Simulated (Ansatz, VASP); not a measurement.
**Be3Si in VASP and in Ansatz**

The input INCAR:

```
SYSTEM = Be3Si
ALGO = Fast
EDIFF = 1E-6
ENCUT = 520
GGA = PE
ISIF = 2
ISMEAR = 0
LASPH = .TRUE.
LCHARG = .FALSE.
LREAL = .FALSE.
LWAVE = .FALSE.
NBANDS = 13
NELM = 60
PREC = Accurate
SIGMA = 0.1
```

The input KPOINTS:

```
k-points
0
G
  18 18 18
  0 0 0
```

POSCAR

```
Be3Si
1.0
   -1.7575175404      1.7575175404      3.4760546362
    1.7575175404     -1.7575175404      3.4760546362
    1.7575175404      1.7575175404     -3.4760546362
Be Si
3 1
Direct
    0.7500000000      0.2500000000      0.5000000000
    0.2500000000      0.7500000000      0.5000000000
    0.5000000000      0.5000000000      0.0000000000
    0.0000000000      0.0000000000      0.0000000000
```

Input for Ansatz:

```yaml
crystal:
  lattice:
    - [-1.7575175404, 1.7575175404, 3.4760546362]
    - [1.7575175404, -1.7575175404, 3.4760546362]
    - [1.7575175404, 1.7575175404, -3.4760546362]
  atoms:
    - { symbol: Be, position: [0.75, 0.25, 0.5] }
    - { symbol: Be, position: [0.25, 0.75, 0.5] }
    - { symbol: Be, position: [0.5, 0.5, 0.0] }
    - { symbol: Si, position: [0.0, 0.0, 0.0] }
basis:
  ecutwfc: 420
kpoints:
  mp_grid: { grid: [18, 18, 18] }
hamiltonian:
  xc: pbe
scf:
  occupations: { method: gaussian, width: 0.1 }
output:
  forces: true
  stress: true
  eigenvalues: true
```

Alike in both runs: task single point; functional PBE; k mesh 18 × 18 × 18; occupations gaussian, width 0.1 eV; no spin polarisation.

|  | VASP | Ansatz |
| --- | --- | --- |
| version | VASP 6.6.1 | Ansatz 0.2.0 |
| potentials or method | VASP PAW PBE potentials, release 64 (Be, Si), cutoff 520 eV | scalar-relativistic, plane waves, PAW |
| valence electrons in the cell | 10 | 10 |

|  | VASP | Ansatz | Ansatz less VASP |
| --- | --- | --- | --- |
| gap on the k mesh at the Fermi level (eV) | none | none | - |
| pressure (GPa) | -8.5 | -8.5 | -0.02 |
| traceless stress, the component that is largest in VASP (GPa) | 2.16 | 2.16 | -0.002 |

A gap of «none» marks a metal or a gap that the smearing closes. With one functional, cell and mesh, what is left measures potentials, basis and numerics.
